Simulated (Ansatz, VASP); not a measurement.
## One calculation of SrB4, two programs

```
CELL_PARAMETERS angstrom
0.00000 3.68820 0.00000
3.68820 0.00000 0.00000
1.84410 1.84410 -4.46488
ATOMIC_POSITIONS crystal
Sr 0.00000 0.00000 0.00000
B 0.38000 0.38000 0.24000
B 0.62000 0.62000 0.76000
B 0.75000 0.25000 0.50000
B 0.25000 0.75000 0.50000
```

Alike in both runs: task single point; functional PBEsol; k mesh 6 × 6 × 6; no spin polarisation.

```csv
,VASP,Ansatz
version,VASP 6.6.1,Ansatz 0.2.0
potentials or method,"VASP PAW PBE potentials, release 64 (Sr_sv, B), cutoff 520 eV",PAW plane waves
occupations,"fermi-dirac, width 0.1 eV",fermi-dirac
valence electrons in the cell,22,22
```

```tsv
	VASP	Ansatz	Ansatz less VASP
gap on the k mesh at the Fermi level (eV)	none	none	-
pressure (GPa)	-24.1	-24.5	-0.38
traceless stress, the component that is largest in VASP (GPa)	-3.46	-3.51	-0.049
rms of the force components (eV/Å)	0.497	0.493	-0.0040
```

VASP's potentials were made for PBE, not for PBEsol. Atom by atom the forces differ by 0.004 eV/Å (rms over components). A gap of «none» marks a metal or a gap that the smearing closes.
